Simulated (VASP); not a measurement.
A run of VASP 6.6.1 is set up as follows.

INCAR

```
SYSTEM = Sn3Te
ALGO = Normal
EDIFF = 1E-6
ENCUT = 520
GGA = PE
ISIF = 2
ISMEAR = -1
LASPH = .True.
LCHARG = .False.
LREAL = .False.
LWAVE = .False.
NBANDS = 32
NELM = 60
PREC = Accurate
SIGMA = 0.05
```

KPOINTS

```
k-points
0
Gamma
  6 6 6
  0 0 0
```

POSCAR

```
Sn3Te
1.0
    4.7662957215      0.0000000000      0.0000000000
    0.0000000000      4.7662957215      0.0000000000
    0.0000000000      0.0000000000      4.7662957215
Te Sn
1 3
Direct
    0.0000000000      0.0000000000      0.0000000000
    0.0000000000      0.5000000000      0.5000000000
    0.5000000000      0.0000000000      0.5000000000
    0.5000000000      0.5000000000      0.0000000000
```

Potentials or basis: VASP PAW PBE potentials, release 64 (Te, Sn_d).

Run with:

```console
$ cat potpaw_PBE.64/Te/POTCAR potpaw_PBE.64/Sn_d/POTCAR > POTCAR
$ mpirun -np 1 vasp_std > vasp.out
```

Task: What does it give for the band gap on the k mesh?

Result: Zero (band 24 reaches 11.49 eV, above the bottom of band 25 at 7.91 eV).

Task: What does it give for the pressure?

Result: 3.4 GPa.

Caveat: spin-orbit coupling is left out, which moves the levels of the heavy elements.
